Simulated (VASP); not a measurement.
Wanted: the native input for a VASP 6.6.1 run.

```
Task                   : single point
Functional             : LDA
Potentials or basis    : VASP PAW LDA potentials, release 64 (V_sv)
Cutoff                 : 520 eV
k mesh                 : 9 × 9 × 12
Occupations            : fermi-dirac, width 0.1 eV
Spin                   : no spin polarisation
Dipole correction      : no
Further INCAR settings : ALGO = Normal; EDIFF = 1e-07; NBANDS = 26
```

The structure of V lies in POSCAR:

```
V
1.0
    4.3667642712      0.0000000000      0.0000000000
   -2.1833821356      3.7817287912      0.0000000000
    0.0000000000      0.0000000000      2.3120998010
V
3
Direct
    0.0000000000      1.0000000000      0.0000000000
    0.3333333333      0.6666666667      0.5000000000
    0.6666666667      0.3333333333      0.5000000000
```

This isn't the form of V at room conditions, which is bcc.

These files were run (other wordings do the same):

INCAR

```
SYSTEM = V
PREC     = Accurate       ! precision mode
ENCUT    = 520            ! plane-wave cutoff, eV
EDIFF    = 1E-7           ! SCF threshold, eV
ISMEAR   = -1             ! smearing method
SIGMA    = 0.1            ! smearing width, eV
LREAL    = .False.        ! projectors in reciprocal space
LASPH    = .True.         ! aspherical terms in the spheres
NELM     = 60             ! most SCF steps
ALGO     = Normal         ! electronic algorithm
ISIF     = 2              ! what is computed and relaxed
LWAVE    = .False.        ! write WAVECAR
LCHARG   = .False.        ! write CHGCAR
GGA      = CA             ! functional
NBANDS   = 26             ! bands
```

KPOINTS

```
regular mesh
0
Gamma
  9 9 12
  0 0 0
```

Potentials or basis: VASP PAW LDA potentials, release 64 (V_sv).

Command:

```console
$ cat potpaw_LDA.64/V_sv/POTCAR > POTCAR
$ mpirun -np 1 vasp_std > vasp.out
```

Results of the run:

The pressure is 0.7 GPa and the band gap on the k mesh is zero (an odd number of electrons rules out a gap without spin polarisation).

Run time: 96 s on 1 thread of Intel Xeon 8259CL, with other jobs on the host, peak memory 0.18 GiB.
